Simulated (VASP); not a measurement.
# C in VASP: a series of runs

C is run at these levels: PBE+D3(BJ); tasks: single point.

Program: VASP 6.6.1. These are calculated values, not measurements. Logs are shortened: lines on timing, memory, paths and dates and some standing lists are left out, and cuts for length are marked.

## Step 1: The cell of the first run

The cell holds a slab with vacuum, 2 atoms: a = 2.466 Å, b = 2.466 Å, c = 20.000 Å, α = 90.00°, β = 90.00°, γ = 120.00°.

## Step 2: Single point, PBE+D3(BJ)

Contents of INCAR:

```
SYSTEM = C
PREC = Accurate
ENCUT = 520
EDIFF = 1E-7
ISMEAR = 0
SIGMA = 0.05
LREAL = .False.
LASPH = .True.
NELM = 60
ALGO = Normal
ISIF = 2
LWAVE = .False.
LCHARG = .False.
LDIPOL = .True.
IDIPOL = 3
DIPOL = 0.5 0.5 0.500
GGA = PE
IVDW = 12
NBANDS = 11
```

Contents of KPOINTS:

```
Automatic mesh
0
Gamma
  15 15 1
  0 0 0
```

Contents of POSCAR:

```
C
1.0
    2.4657079674     -0.0000000029      0.0000000000
   -1.2328539812      2.1353657395      0.0000000000
    0.0000000000      0.0000000000     20.0001609214
C
2
Direct
    0.0000000000      0.0000000000      0.5000000000
    0.3333333333      0.6666666667      0.5000000000
```

Potentials or basis: VASP PAW PBE potentials, release 64 (C).

Run with:

```
cat potpaw_PBE.64/C/POTCAR > POTCAR
mpirun -np 1 vasp_std > vasp.out
```

OUTCAR:

```text
SYSTEM = C
   PREC = Accurate
   ENCUT = 520
   EDIFF = 1E-7
   ISMEAR = 0
   LREAL = .False.
   LASPH = .True.
   NELM = 60
   ISIF = 2
   GGA = PE
   IVDW = 12
 IVDW          = 12

 ion  position               nearest neighbor table
   1  0.000  0.000  0.500-   2 1.42   2 1.42   2 1.42
   2  0.333  0.667  0.500-   1 1.42   1 1.42   1 1.42

  LATTYP: Found a hexagonal cell.
 ALAT       =     2.4657079674
 C/A-ratio  =     8.1113259096

  Lattice vectors:

 A1 = (   2.4657079674,  -0.0000000029,   0.0000000000)
 A2 = (  -1.2328539812,   2.1353657395,   0.0000000000)
 A3 = (   0.0000000000,   0.0000000000,  20.0001609214)

Analysis of symmetry for initial positions (statically):
=====================================================================
 Subroutine PRICEL returns:
 Original cell was already a primitive cell.

 Routine SETGRP: Setting up the symmetry group for a
 hexagonal supercell.

 Subroutine GETGRP returns: Found 24 space group operations
 (whereof 12 operations were pure point group operations)
 out of a pool of 24 trial point group operations.

The static configuration has the point symmetry D_3h.
 The point group associated with its full space group is D_6h.

Analysis of symmetry for dynamics (positions and initial velocities):
=====================================================================
 Subroutine PRICEL returns:
 Original cell was already a primitive cell.

 Routine SETGRP: Setting up the symmetry group for a
 hexagonal supercell.

 Subroutine GETGRP returns: Found 24 space group operations
 (whereof 12 operations were pure point group operations)
 out of a pool of 24 trial point group operations.

The dynamic configuration has the point symmetry D_3h.
 The point group associated with its full space group is D_6h.

 Subroutine INISYM returns: Found 24 space group operations
 (whereof 12 operations are pure point group operations),
 and found     1 'primitive' translations

----------------------------------------------------------------------------------------

                                     Primitive cell

  volume of cell :     105.3046

  direct lattice vectors                    reciprocal lattice vectors
     2.465707967 -0.000000003  0.000000000     0.405563033  0.234151925  0.000000000
    -1.232853981  2.135365740  0.000000000     0.000000001  0.468303852  0.000000000
     0.000000000  0.000000000 20.000160921     0.000000000  0.000000000  0.049999598

  length of vectors
     2.465707967  2.465707967 20.000160921     0.468303852  0.468303852  0.049999598

  position of ions in fractional coordinates (direct lattice)
     0.000000000  0.000000000  0.500000000
     0.333333333  0.666666667  0.500000000

  ion indices of the primitive-cell ions
   primitive index   ion index
                 1           1
                 2           2

----------------------------------------------------------------------------------------

 KPOINTS: Automatic mesh

Automatic generation of k-mesh.
 Grid dimensions read from file:
 generate k-points for:   15   15    1

 Generating k-lattice:

  Cartesian coordinates                     Fractional coordinates (reciprocal lattice)
     0.027037536  0.015610128  0.000000000     0.066666667  0.000000000  0.000000000
     0.000000000  0.031220257  0.000000000    -0.000000000  0.066666667  0.000000000
     0.000000000  0.000000000  0.049999598     0.000000000  0.000000000  1.000000000

  Length of vectors
     0.031220257  0.031220257  0.049999598

  Shift w.r.t. Gamma in fractional coordinates (k-lattice)
     0.000000000  0.000000000  0.000000000

 Subroutine IBZKPT returns following result:
 ===========================================

 Found     27 irreducible k-points:

 Following reciprocal coordinates:
            Coordinates               Weight
  0.000000  0.000000  0.000000      1.000000
  0.066667  0.000000  0.000000      6.000000
  0.133333  0.000000  0.000000      6.000000
  0.200000  0.000000  0.000000      6.000000
  0.266667  0.000000  0.000000      6.000000
  0.333333  0.000000  0.000000      6.000000
[... 16 lines left out ...]
  0.333333  0.200000  0.000000     12.000000
  0.400000  0.200000  0.000000      6.000000
 [... further k-points ...]
   k-points           NKPTS =     27   k-points in BZ     NKDIM =     27   number of bands    NBANDS=     11
   number of dos      NEDOS =    301   number of ions     NIONS =      2
   total plane-waves  NPLWV =  48600
   dimension x,y,z NGX =    18 NGY =   18 NGZ =  150
   dimension x,y,z NGXF=    36 NGYF=   36 NGZF=  300
   ions per type =               2
   NGX,Y,Z   is equivalent  to a cutoff of  12.14, 12.14, 12.47 a.u.
   NGXF,Y,Z  is equivalent  to a cutoff of  24.27, 24.27, 24.94 a.u.
 SYSTEM =  C
   PREC   = accura    normal or accurate (medium, high low for compatibility)
   ISTART =      0    job   : 0-new  1-cont  2-samecut
   ICHARG =      2    charge: 1-file 2-atom 10-const
   ISPIN  =      1    spin polarized calculation?
   LNONCOLLINEAR =      F non collinear calculations
   LSORBIT =      F    spin-orbit coupling
   LASPH  =      T    aspherical Exc in radial PAW
   ENCUT  =  520.0 eV  38.22 Ry    6.18 a.u.   4.58  4.58 37.19*2*pi/ulx,y,z
   NELM   =     60;   NELMIN=  2; NELMDL= -5     # of ELM steps
   EDIFF  = 0.1E-06   stopping-criterion for ELM
   LREAL  =      F    real-space projection
   EDIFFG = 0.1E-05   stopping-criterion for IOM
   NSW    =      0    number of steps for IOM
   IBRION =     -1    ionic relax: 0-MD 1-quasi-New 2-CG
   NFREE  =      0    steps in history (QN), initial steepest desc. (CG)
   ISIF   =      2    stress and relaxation
   ISYM   =      2    0-nonsym 1-usesym 2-fastsym
   POTIM  = 0.5000    time-step for ionic-motion
   TEBEG  =    0.0;   TEEND  =   0.0 temperature during run
   PSTRESS=    0.0 pullay stress
   NELECT =       8.0000    total number of electrons
   NUPDOWN=      -1.0000    fix difference up-down
   EMIN   =  10.00;   EMAX   =-10.00  energy-range for DOS
   EFERMI =   0.00;   METHOD = LEGACY
   ISMEAR =     0;   SIGMA  =   0.05  broadening in eV -4-tet -1-fermi 0-gaus
   EFERMI_NEDOS =   21; number of points for ismear=-14 and -15
   IALGO  =     38    algorithm
   IMIX   =      4    mixing-type and parameters
     AMIX     =   0.40;   BMIX     =  1.00
     AMIX_MAG =   1.60;   BMIX_MAG =  1.00
  volume/ion in A,a.u.               =      52.65       355.32
  Fermi-wavevector in a.u.,A,eV,Ry     =   0.693355  1.310251  6.540882  0.480741
  Thomas-Fermi vector in A             =   1.775545
   LORBIT       =      0    0 simple, 1 ext, 2 COOP (PROOUT), +10 PAW based schemes
   GGA     = PE    functional components
   LHFCALC =     F    Hartree Fock is set to
   AEXX    =    0.0000 exact exchange contribution
   IVDW    =    12    specifies the selected vdW correction
   LEPSILON=     F    determine dielectric tensor
   LRPA    =     F    only Hartree local field effects (RPA)
 non-spin polarized calculation
 Gauss-broadening in eV      SIGMA  =   0.05
  energy-cutoff  :      520.00
  volume of cell :      105.30
 maximum number of plane-waves:      2880
   NGX =  9   NGY =  9   NGZ = 75

 dipolmoment           0.000000      0.000000      0.000000 electrons x Angstroem

 number of electron       7.9999997 magnetization

 dipolmoment           0.000000      0.000000     -0.000000 electrons x Angstroem

 Free energy of the ion-electron system (eV)
  ---------------------------------------------------
  ext. energy  EPLUGINS =         0.00000000
  ---------------------------------------------------
  free energy    TOTEN  =       -18.44847794 eV

  energy without entropy =      -18.44797644  energy(sigma->0) =      -18.44822719

 E-fermi :  -2.7416     XC(G=0):  -2.1596

 val. band max:       -2.7415941030   @ k =   0.3333   0.3333   0.0000
 cond. band min:      -2.7415940997   @ k =   0.3333   0.3333   0.0000
 fundamental gap:      0.0000000033
 Fermi energy:        -2.7415941014

 k-point     1 :       0.0000    0.0000    0.0000
  band No.  band energies     occupation
      1     -22.2669      2.00000
      2     -10.3611      2.00000
      3      -5.7876      2.00000
      4      -5.7876      2.00000
      5       0.5195      0.00000
      6       1.3184      0.00000
      7       1.6783      0.00000
      8       2.5929      0.00000
      9       3.0448      0.00000
     10       4.7207      0.00000
     11       5.3328      0.00000

 k-point     2 :       0.0667    0.0000    0.0000
  band No.  band energies     occupation
      1     -22.1618      2.00000
      2     -10.2357      2.00000
      3      -6.2119      2.00000
      4      -6.0097      2.00000
      5       0.6620      0.00000
      6       1.4628      0.00000
      7       1.8245      0.00000
      8       2.7377      0.00000
      9       3.1892      0.00000
     10       4.8640      0.00000
     11       5.4563      0.00000

 k-point     3 :       0.1333    0.0000    0.0000
  band No.  band energies     occupation
      1     -21.8474      2.00000
      2      -9.8614      2.00000
      3      -7.3394      2.00000
      4      -6.5724      2.00000
      5       1.0897      0.00000
      6       1.8955      0.00000
      7       2.2630      0.00000
      8       3.1719      0.00000
      9       3.6225      0.00000
     10       5.2932      0.00000
     11       5.6026      0.00000
[... 267 lines left out ...]
 k-point    23 :       0.3333    0.2000    0.0000
  band No.  band energies     occupation
      1     -17.3436      2.00000
      2     -14.3923      2.00000
      3     -11.4564      2.00000
      4      -4.8915      2.00000
      5      -0.7061      0.00000
      6       7.4120      0.00000
      7       7.9497      0.00000
      8       8.1504      0.00000
      9       8.8373      0.00000
     10       9.2918      0.00000
     11      10.1002      0.00000

 k-point    24 :       0.4000    0.2000    0.0000
  band No.  band energies     occupation
      1     -16.4171      2.00000
      2     -15.4278      2.00000
      3     -11.5890      2.00000
      4      -4.2433      2.00000
      5      -1.4430      0.00000
      6       8.0686      0.00000
      7       8.5839      0.00000
      8       9.1624      0.00000
      9       9.3908      0.00000
     10      10.3990      0.00000
     11      10.8621      0.00000

 [... further k-points ...]

------------------------ aborting loop because EDIFF is reached ----------------------------------------

 vacuum level on the upper side and lower side of the slab       (xc-potential included)        -0.079        -0.079

 Edisp (eV)   -0.17723

 E8    (eV) :    -0.0555

  FORCE on cell =-STRESS in cart. coord.  units (eV):
  Direction    XX          YY          ZZ          XY          YZ          ZX
  --------------------------------------------------------------------------------------
  -------------------------------------------------------------------------------------
  Total       0.08090     0.08090    -0.01131    -0.00000     0.00000     0.00000
  in kB       1.23088     1.23088    -0.17209    -0.00000     0.00000     0.00000
  external pressure =        0.76 kB  Pullay stress =        0.00 kB

 VOLUME and BASIS-vectors are now :
 -----------------------------------------------------------------------------
  energy-cutoff  :      520.00
  volume of cell :      105.30
      direct lattice vectors                 reciprocal lattice vectors
     2.465707967 -0.000000003  0.000000000     0.405563033  0.234151925  0.000000000
    -1.232853981  2.135365740  0.000000000     0.000000001  0.468303852  0.000000000
     0.000000000  0.000000000 20.000160921     0.000000000  0.000000000  0.049999598

 POSITION                                       TOTAL-FORCE (eV/Angst)
 -----------------------------------------------------------------------------------
      0.00000      0.00000     10.00008         0.000000      0.000000      0.000000
      0.00000      1.42358     10.00008        -0.000000      0.000000      0.000000
 -----------------------------------------------------------------------------------
    total drift:                                0.000000     -0.000000     -0.000000

  FREE ENERGIE OF THE ION-ELECTRON SYSTEM (eV)
  ---------------------------------------------------
  free  energy   TOTEN  =       -18.6257085137 eV

  energy  without entropy=      -18.6252070118  energy(sigma->0) =      -18.62545776

 vacuum level on the upper side and lower side of the slab         1.462         1.462
```

Run time: 44 s. Hardware: 1 thread of Intel Xeon 6975P-C (Granite Rapids), shared host; peak memory 0.2 GiB.

What came out:

```yaml
Free_energy: -18.6257 eV
Band_gap_on_the_k_mesh: zero (filled and empty bands touch)
Dispersion_energy_per_atom: -0.089 eV
```

Levels at points of the mesh, in eV from the Fermi level:
```csv
k point,band 1,band 2,band 3,band 4,band 5,band 6,band 7,band 8
"(0.00, 0.00, 0.00)",-19.53,-7.62,-3.05,-3.05,3.26,4.06,4.42,5.33
```

## Step 3: Single point, PBE+D3(BJ)

This run uses another cell than the first one, of 52.25 Å³/atom, 0.992 times its volume.

Contents of INCAR:

```
PREC = Accurate
ENCUT = 520
EDIFF = 1E-6
ISMEAR = 0
SIGMA = 0.05
LREAL = F
LASPH = T
NELM = 100
ALGO = Normal
ISIF = 2
LWAVE = F
LCHARG = T
LDIPOL = T
IDIPOL = 3
DIPOL = 0.5 0.5 0.500
GGA = PE
IVDW = 12
LELF = T
LVHAR = T
LVACPOTAV = T
NBANDS = 11
```

Contents of KPOINTS:

```
Automatic mesh
0
Gamma
  15 15 1
```

Contents of POSCAR:

```
C
1.0
    2.4562275100      0.0000000000      0.0000000000
   -1.2281137500      2.1271554200      0.0000000000
    0.0000000000      0.0000000000     20.0001609214
C
2
Direct
    0.0000000000      0.0000000000      0.5000040230
    0.3333333300      0.6666666600      0.4999959770
```

Potentials or basis: VASP PAW PBE potentials, release 64 (C).

Run with:

```
cat potpaw_PBE.64/C/POTCAR > POTCAR
mpirun -np 1 vasp_std > vasp.out
```

Run time: 44 s. Hardware: 1 thread of Intel Xeon 6975P-C (Granite Rapids), shared host; peak memory 0.2 GiB.

The run converged. Its results:

```yaml
Free_energy: -18.6229 eV
Band_gap_on_the_k_mesh: zero (filled and empty bands touch)
Dispersion_energy_per_atom: -0.089 eV
```

Forces on the atoms (eV/Å):
```
C    0.000  0.000 -0.003
C    0.000  0.000  0.003
```

Levels at points of the mesh, in eV from the Fermi level:
| k point | band 1 | band 2 | band 3 | band 4 | band 5 | band 6 | band 7 | band 8 |
| --- | --- | --- | --- | --- | --- | --- | --- | --- |
| (0.00, 0.00, 0.00) | -19.62 | -7.70 | -3.04 | -3.04 | 3.22 | 4.02 | 4.37 | 5.30 |
